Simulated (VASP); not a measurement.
Input of a VASP 6.6.1 run:

INCAR

```
PREC = Accurate
ENCUT = 520
EDIFF = 1E-7
ISMEAR = -1
SIGMA = 0.05
LREAL = False
LASPH = True
NELM = 100
ALGO = Normal
ISIF = 2
LWAVE = False
LCHARG = False
GGA = PS
IVDW = 12
NBANDS = 26
```

The input KPOINTS:

```
regular mesh
0
Gamma
  9 9 5
```

POSCAR

```
ZnO
1.0
    3.2708272232      0.0000000000      0.0000000000
   -1.6354136116      2.8326194666      0.0000000000
    0.0000000000      0.0000000000      5.2401848988
Zn O
2 2
Direct
    0.6666666667      0.3333333333      0.0000000000
    0.3333333333      0.6666666667      0.5000000000
    0.3333333333      0.6666666667      0.8790100000
    0.6666666667      0.3333333333      0.3790100000
```

Potentials or basis: VASP PAW PBE potentials, release 64 (Zn, O).

The run is started by

```sh
$ cat potpaw_PBE.64/Zn/POTCAR potpaw_PBE.64/O/POTCAR > POTCAR
$ mpirun -np 1 vasp_std > vasp.out
```

(1) Estimate the pressure.

(2) Predict the band gap on the k mesh.

Results:

(1) -5.7 GPa.

(2) 0.66 eV, direct.

Caveat: the PAW data sets were made with another functional, which shifts forces and pressure a little.
